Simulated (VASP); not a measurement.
# Al2Cu (I4/mmm) in VASP: notebook, part 2 of 2

VASP 6.6.1. The steps go on from the part before.

### 4 Single point, PBE (strain -0.0500 x Voigt [0, 0, 1, 0, 0, 0])

Contents of INCAR:

```
SYSTEM = Al2Cu
PREC = Accurate
ENCUT = 520
EDIFF = 1E-6
ISMEAR = 0
SIGMA = 0.15
LREAL = .False.
LASPH = .True.
NELM = 60
ALGO = Fast
ISIF = 2
LWAVE = .False.
LCHARG = .False.
GGA = PE
NBANDS = 16
```

Contents of KPOINTS:

```
Automatic mesh
0
Gamma
  16 16 16
  0 0 0
```

Contents of POSCAR:

```
Al2Cu
1.0
   -2.0446280232      2.0446280232      2.7466697569
    2.0446280232     -2.0446280232      2.7466697569
    2.0446280232      2.0446280232     -2.7466697569
Al Cu
2 1
Direct
    0.7500000000      0.2500000000      0.5000000000
    0.2500000000      0.7500000000      0.5000000000
    0.5000000000      0.5000000000      0.0000000000
```

Potentials or basis: VASP PAW PBE potentials, release 64 (Al, Cu).

On the command line:

```sh
cat potpaw_PBE.64/Al/POTCAR potpaw_PBE.64/Cu/POTCAR > POTCAR
mpirun -np 1 vasp_std > vasp.out
```

OUTCAR:

```text
SYSTEM = Al2Cu
   PREC = Accurate
   ENCUT = 520
   EDIFF = 1E-6
   ISMEAR = 0
   LREAL = .False.
   LASPH = .True.
   NELM = 60
   ISIF = 2
   GGA = PE

 ion  position               nearest neighbor table
   1  0.750  0.250  0.500-   3 2.46   3 2.46   3 2.46   3 2.46   2 2.75   2 2.75   2 2.89   2 2.89
                             2 2.89   2 2.89
   2  0.250  0.750  0.500-   3 2.46   3 2.46   3 2.46   3 2.46   1 2.75   1 2.75   1 2.89   1 2.89
                             1 2.89   1 2.89
   3  0.500  0.500  0.000-   2 2.46   1 2.46   1 2.46   2 2.46   1 2.46   2 2.46   2 2.46   1 2.46

  LATTYP: Found a body centered tetragonal cell.
 ALAT       =     4.0892560464
 C/A-ratio  =     1.3433591469

  Lattice vectors:

 A1 = (  -2.0446280232,   2.0446280232,   2.7466697569)
 A2 = (   2.0446280232,  -2.0446280232,   2.7466697569)
 A3 = (   2.0446280232,   2.0446280232,  -2.7466697569)

Analysis of symmetry for initial positions (statically):
=====================================================================
 Subroutine PRICEL returns:
 Original cell was already a primitive cell.

 Routine SETGRP: Setting up the symmetry group for a
 body centered tetragonal supercell.

 Subroutine GETGRP returns: Found 16 space group operations
 (whereof 16 operations were pure point group operations)
 out of a pool of 16 trial point group operations.

The static configuration has the point symmetry D_4h.

Analysis of symmetry for dynamics (positions and initial velocities):
=====================================================================
 Subroutine PRICEL returns:
 Original cell was already a primitive cell.

 Routine SETGRP: Setting up the symmetry group for a
 body centered tetragonal supercell.

 Subroutine GETGRP returns: Found 16 space group operations
 (whereof 16 operations were pure point group operations)
 out of a pool of 16 trial point group operations.

The dynamic configuration has the point symmetry D_4h.

 Subroutine INISYM returns: Found 16 space group operations
 (whereof 16 operations are pure point group operations),
 and found     1 'primitive' translations

----------------------------------------------------------------------------------------

                                     Primitive cell

  volume of cell :      45.9299

  direct lattice vectors                    reciprocal lattice vectors
    -2.044628023  2.044628023  2.746669757     0.000000000  0.244543259  0.182038630
     2.044628023 -2.044628023  2.746669757     0.244543259  0.000000000  0.182038630
     2.044628023  2.044628023 -2.746669757     0.244543259  0.244543259  0.000000000

  length of vectors
     3.988132678  3.988132678  3.988132678     0.304859752  0.304859752  0.345836393

  position of ions in fractional coordinates (direct lattice)
     0.750000000  0.250000000  0.500000000
     0.250000000  0.750000000  0.500000000
     0.500000000  0.500000000  0.000000000

  ion indices of the primitive-cell ions
   primitive index   ion index
                 1           1
                 2           2
                 3           3

[... 26 lines left out ...]
 Following reciprocal coordinates:
            Coordinates               Weight
  0.000000  0.000000  0.000000      1.000000
  0.062500  0.000000 -0.000000      8.000000
  0.125000  0.000000 -0.000000      8.000000
  0.187500  0.000000 -0.000000      8.000000
  0.250000  0.000000 -0.000000      8.000000
  0.312500  0.000000 -0.000000      8.000000
[... 16 lines left out ...]
 -0.125000  0.062500  0.000000     16.000000
 -0.062500  0.062500  0.000000      4.000000
 [... further k-points ...]
   k-points           NKPTS =    349   k-points in BZ     NKDIM =    349   number of bands    NBANDS=     16
   number of dos      NEDOS =    301   number of ions     NIONS =      3
   total plane-waves  NPLWV =  27000
   dimension x,y,z NGX =    30 NGY =   30 NGZ =   30
   dimension x,y,z NGXF=    60 NGYF=   60 NGZF=   60
   ions per type =               2   1
   NGX,Y,Z   is equivalent  to a cutoff of  12.51, 12.51, 12.51 a.u.
   NGXF,Y,Z  is equivalent  to a cutoff of  25.01, 25.01, 25.01 a.u.
 SYSTEM =  Al2Cu
   PREC   = accura    normal or accurate (medium, high low for compatibility)
   ISTART =      0    job   : 0-new  1-cont  2-samecut
   ICHARG =      2    charge: 1-file 2-atom 10-const
   ISPIN  =      1    spin polarized calculation?
   LNONCOLLINEAR =      F non collinear calculations
   LSORBIT =      F    spin-orbit coupling
   LASPH  =      T    aspherical Exc in radial PAW
   ENCUT  =  520.0 eV  38.22 Ry    6.18 a.u.   7.42  7.42  7.42*2*pi/ulx,y,z
   NELM   =     60;   NELMIN=  2; NELMDL= -5     # of ELM steps
   EDIFF  = 0.1E-05   stopping-criterion for ELM
   LREAL  =      F    real-space projection
   EDIFFG = 0.1E-04   stopping-criterion for IOM
   NSW    =      0    number of steps for IOM
   IBRION =     -1    ionic relax: 0-MD 1-quasi-New 2-CG
   NFREE  =      0    steps in history (QN), initial steepest desc. (CG)
   ISIF   =      2    stress and relaxation
   ISYM   =      2    0-nonsym 1-usesym 2-fastsym
   POTIM  = 0.5000    time-step for ionic-motion
   TEBEG  =    0.0;   TEEND  =   0.0 temperature during run
   PSTRESS=    0.0 pullay stress
   NELECT =      17.0000    total number of electrons
   NUPDOWN=      -1.0000    fix difference up-down
   EMIN   =  10.00;   EMAX   =-10.00  energy-range for DOS
   EFERMI =   0.00;   METHOD = LEGACY
   ISMEAR =     0;   SIGMA  =   0.15  broadening in eV -4-tet -1-fermi 0-gaus
   EFERMI_NEDOS =   21; number of points for ismear=-14 and -15
   IALGO  =     68    algorithm
   IMIX   =      4    mixing-type and parameters
     AMIX     =   0.40;   BMIX     =  1.00
     AMIX_MAG =   1.60;   BMIX_MAG =  1.00
  volume/ion in A,a.u.               =      15.31       103.32
  Fermi-wavevector in a.u.,A,eV,Ry     =   1.175419  2.221220 18.797950  1.381610
  Thomas-Fermi vector in A             =   2.311800
   LORBIT       =      0    0 simple, 1 ext, 2 COOP (PROOUT), +10 PAW based schemes
   GGA     = PE    functional components
   LHFCALC =     F    Hartree Fock is set to
   AEXX    =    0.0000 exact exchange contribution
   IVDW    =     0    specifies the selected vdW correction
   LEPSILON=     F    determine dielectric tensor
   LRPA    =     F    only Hartree local field effects (RPA)
 non-spin polarized calculation
 RMM-DIIS sequential band-by-band and
 Gauss-broadening in eV      SIGMA  =   0.15
  energy-cutoff  :      520.00
  volume of cell :       45.93
 maximum number of plane-waves:      1258
 NGX is ok and might be reduce to    30
   NGX = 15   NGY = 15   NGZ = 15

 number of electron      17.0000010 magnetization

 Free energy of the ion-electron system (eV)
  ---------------------------------------------------
  ext. energy  EPLUGINS =         0.00000000
  ---------------------------------------------------
  free energy    TOTEN  =       -11.68089750 eV

  energy without entropy =      -11.67117774  energy(sigma->0) =      -11.67603762

 E-fermi :   7.4210     XC(G=0): -10.6192

 val. band max:        7.4106663626   @ k =  -0.4375   0.1250   0.0000
 cond. band min:       7.4228469308   @ k =  -0.1875   0.1250  -0.0000
 fundamental gap:      0.0121805682
 Fermi energy:         7.4209599507

 k-point     1 :       0.0000    0.0000    0.0000
  band No.  band energies     occupation
      1      -3.0272      2.00000
      2       2.6895      2.00000
      3       2.7427      2.00000
      4       2.7427      2.00000
      5       3.2518      2.00000
      6       3.3407      2.00000
[... 433 lines left out ...]
      3       2.7231      2.00000
      4       2.7553      2.00000
      5       3.2433      2.00000
      6       3.3413      2.00000
[... 8 lines left out ...]
     15      14.0848      0.00000
     16      14.9824      0.00000

 [... further k-points ...]

------------------------ aborting loop because EDIFF is reached ----------------------------------------

  FORCE on cell =-STRESS in cart. coord.  units (eV):
  Direction    XX          YY          ZZ          XY          YZ          ZX
  --------------------------------------------------------------------------------------
  -------------------------------------------------------------------------------------
  Total        1.0681930      1.0681930      2.8015964      0.0000000     -0.0000000      0.0000000
  in kB       37.2619220     37.2619220     97.7284690      0.0000000     -0.0000000      0.0000000
  external PRESSURE =      57.4174377 kB  Pullay stress =       0.0000000 kB

 VOLUME and BASIS-vectors are now :
 -----------------------------------------------------------------------------
  energy-cutoff  :      520.00
  volume of cell :       45.93
      direct lattice vectors                 reciprocal lattice vectors
    -2.044628023  2.044628023  2.746669757     0.000000000  0.244543259  0.182038630
     2.044628023 -2.044628023  2.746669757     0.244543259  0.000000000  0.182038630
     2.044628023  2.044628023 -2.746669757     0.244543259  0.244543259  0.000000000

 POSITION                                       TOTAL-FORCE (eV/Angst)
 -----------------------------------------------------------------------------------
     -0.00000      2.04463      1.37333        -0.000000      0.000000      0.000000
      2.04463     -0.00000      1.37333         0.000000     -0.000000     -0.000000
      0.00000      0.00000      2.74667         0.000000      0.000000      0.000000
 -----------------------------------------------------------------------------------
    total drift:                                0.000000     -0.000000      0.000000

  FREE ENERGIE OF THE ION-ELECTRON SYSTEM (eV)
  ---------------------------------------------------
  free  energy   TOTEN  =       -11.6808975049 eV

  energy  without entropy=      -11.6711777391  energy(sigma->0) =      -11.67603762
```

OSZICAR:

```text
N       E                     dE             d eps       ncg     rms          rms(c)
DAV:   1     0.621695700748E+02    0.62170E+02   -0.68873E+03 11200   0.114E+03
DAV:   2    -0.114878271444E+02   -0.73657E+02   -0.65169E+02 11920   0.201E+02
DAV:   3    -0.140601505601E+02   -0.25723E+01   -0.25168E+01 15200   0.426E+01
DAV:   4    -0.141162790907E+02   -0.56129E-01   -0.56102E-01 13160   0.536E+00
DAV:   5    -0.141190543256E+02   -0.27752E-02   -0.27752E-02 17520   0.133E+00    0.153E+01
RMM:   6    -0.162996645158E+02   -0.21806E+01   -0.38997E+01 14066   0.950E+01    0.130E+01
RMM:   7    -0.117635263009E+02    0.45361E+01   -0.11117E+01 12771   0.530E+01    0.157E+00
RMM:   8    -0.116937150787E+02    0.69811E-01   -0.65105E-01 12045   0.126E+01    0.820E-01
RMM:   9    -0.116802151201E+02    0.13500E-01   -0.87965E-02 13017   0.167E+00    0.158E-01
RMM:  10    -0.116815260843E+02   -0.13110E-02   -0.69689E-03 14920   0.758E-01    0.175E-01
RMM:  11    -0.116811277519E+02    0.39833E-03   -0.26313E-03 14546   0.581E-01    0.102E-01
RMM:  12    -0.116809530494E+02    0.17470E-03   -0.77508E-04 15271   0.236E-01    0.557E-02
RMM:  13    -0.116809205047E+02    0.32545E-04   -0.10763E-04 16283   0.787E-02    0.369E-02
RMM:  14    -0.116809008673E+02    0.19637E-04   -0.36771E-05 14599   0.821E-02    0.125E-02
RMM:  15    -0.116808982967E+02    0.25706E-05   -0.15189E-05 13953   0.313E-02    0.100E-02
RMM:  16    -0.116808975049E+02    0.79182E-06   -0.71497E-06 13299   0.332E-02
   1 F= -.11680898E+02 E0= -.11676038E+02  d E =-.971977E-02
```

Wall time 2.4 min (1 thread of Intel Xeon 6975P-C (Granite Rapids), shared host); peak memory 0.35 GiB.

Results:

```yaml
Free_energy: -11.6809 eV
Pressure: 5.7 GPa
```

Levels at points of the mesh, in eV from the Fermi level:
```tsv
k point	band 7	band 8	band 9	band 10	band 11	band 12
(0.00, 0.00, 0.00)	2.63	2.81	2.81	3.19	3.22	3.22
(0.50, 0.00, 0.00)	-4.01	0.39	0.81	2.84	2.92	4.24
(0.50, 0.50, 0.00)	-3.85	-2.11	-1.73	0.67	1.65	9.01
(0.50, 0.50, 0.50)	-3.71	-2.27	-2.27	0.04	1.33	9.14
```

Caveat: the cell differs from its parent crystal (strain -0.0500 x Voigt [0, 0, 1, 0, 0, 0]).

### 5 Single point, PBE (strain +0.0750 x Voigt [0, 0, 1, 0, 0, 0])

Contents of INCAR:

```
PREC = Accurate
ENCUT = 520
EDIFF = 1E-6
ISMEAR = 0
SIGMA = 0.15
LREAL = False
LASPH = True
NELM = 100
ALGO = Fast
ISIF = 2
LWAVE = False
LCHARG = False
GGA = PE
NBANDS = 16
```

Contents of KPOINTS:

```
Automatic mesh
0
Gamma
  16 16 16
```

Contents of POSCAR:

```
Al2Cu
1.0
   -2.0446280232      2.0446280232      3.1080736723
    2.0446280232     -2.0446280232      3.1080736723
    2.0446280232      2.0446280232     -3.1080736723
Al Cu
2 1
Direct
    0.7500000000      0.2500000000      0.5000000000
    0.2500000000      0.7500000000      0.5000000000
    0.5000000000      0.5000000000      0.0000000000
```

On the command line:

```sh
cat potpaw_PBE.64/Al/POTCAR potpaw_PBE.64/Cu/POTCAR > POTCAR
mpirun -np 1 vasp_std > vasp.out
```

Wall time 1.8 min (1 thread of Intel Xeon 6975P-C (Granite Rapids), shared host); peak memory 0.39 GiB.

The run converged. Its results:

```yaml
Free_energy: -11.6482 eV
Pressure: -5.6 GPa
```

Stress tensor (GPa, compression positive):
```
-4.03  0.00  0.00
 0.00 -4.03  0.00
 0.00  0.00 -8.80
```

Levels at points of the mesh, in eV from the Fermi level:
```tsv
k point	band 5	band 6	band 7	band 8	band 9	band 10	band 11	band 12	band 13	band 14
(0.00, 0.00, 0.00)	-3.74	-3.64	2.41	2.41	2.52	3.12	3.12	3.17	3.37	5.29
(0.50, 0.00, 0.00)	-3.71	-3.63	-3.59	0.31	0.93	2.23	2.92	3.60	4.17	8.96
(0.50, 0.50, 0.00)	-3.68	-3.59	-3.37	-2.19	-1.69	-0.24	1.48	8.63	8.64	9.45
(0.50, 0.50, 0.50)	-3.78	-3.58	-3.53	-1.52	-1.52	0.54	1.87	8.75	10.04	10.04
```

Caveat: the cell differs from its parent crystal (strain +0.0750 x Voigt [0, 0, 1, 0, 0, 0]).

### 6 The runs side by side

| cell | further INCAR settings | gap on the mesh (eV) | pressure (GPa) |
| --- | --- | --- | --- |
| a = 3.890 Å, angles 116.6, 116.6, 96.0°, 3 atoms | ALGO = Fast; EDIFF = 1e-06; NBANDS = 16 | none | 13.7 |
| a = 3.939 Å, angles 117.5, 117.5, 94.5°, 3 atoms | ALGO = Fast; EDIFF = 1e-07; NBANDS = 16 | none | 9.6 |
| a = 3.988 Å, angles 118.3, 118.3, 92.9°, 3 atoms | ALGO = Fast; EDIFF = 1e-06; NBANDS = 16 | none | 5.7 |
| a = 4.245 Å, angles 122.4, 122.4, 85.9°, 3 atoms | ALGO = Fast; EDIFF = 1e-06; NBANDS = 16 | none | -5.6 |

Alike in all rows: task single point; level PBE; potentials or basis VASP PAW PBE potentials, release 64 (Al, Cu); no spin polarisation; k mesh 16 × 16 × 16; cutoff (eV) 520; smearing gaussian 0.15 eV.

Absolute energies hang on the potentials; compare differences alone.
